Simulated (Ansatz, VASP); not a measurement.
**CdTe in VASP and in Ansatz**

```xyz
2
Lattice="0.0000 2.9575 2.9575 2.9575 0.0000 2.9575 2.9575 2.9575 0.0000" Properties=species:S:1:pos:R:3 pbc="T T T"
Cd    2.9575    2.9575    2.9575
Te    0.0000    0.0000    0.0000
```

Alike in both runs: task single point; functional PBEsol; k mesh 8 × 8 × 8; occupations gaussian, width 0.05 eV; no spin polarisation.

|  | VASP | Ansatz |
| --- | --- | --- |
| version | VASP 6.6.1 | Ansatz 0.2.0 |
| potentials or method | VASP PAW PBE potentials, release 64 (Cd, Te), cutoff 520 eV | scalar-relativistic, plane waves, PAW |
| valence electrons in the cell | 18 | 36 |

Ansatz gave:

| Property | Result |
| --- | --- |
| pressure (GPa) | 2.5 |

Question: Estimate VASP's values.

Answer: Pressure (GPa): 2.8.

VASP's potentials were made for PBE, not for PBEsol. VASP's potentials hold 18 valence electrons a cell and Ansatz's 36, so a difference there can come from the potentials and not from the codes.

Neither program's run includes spin-orbit coupling.
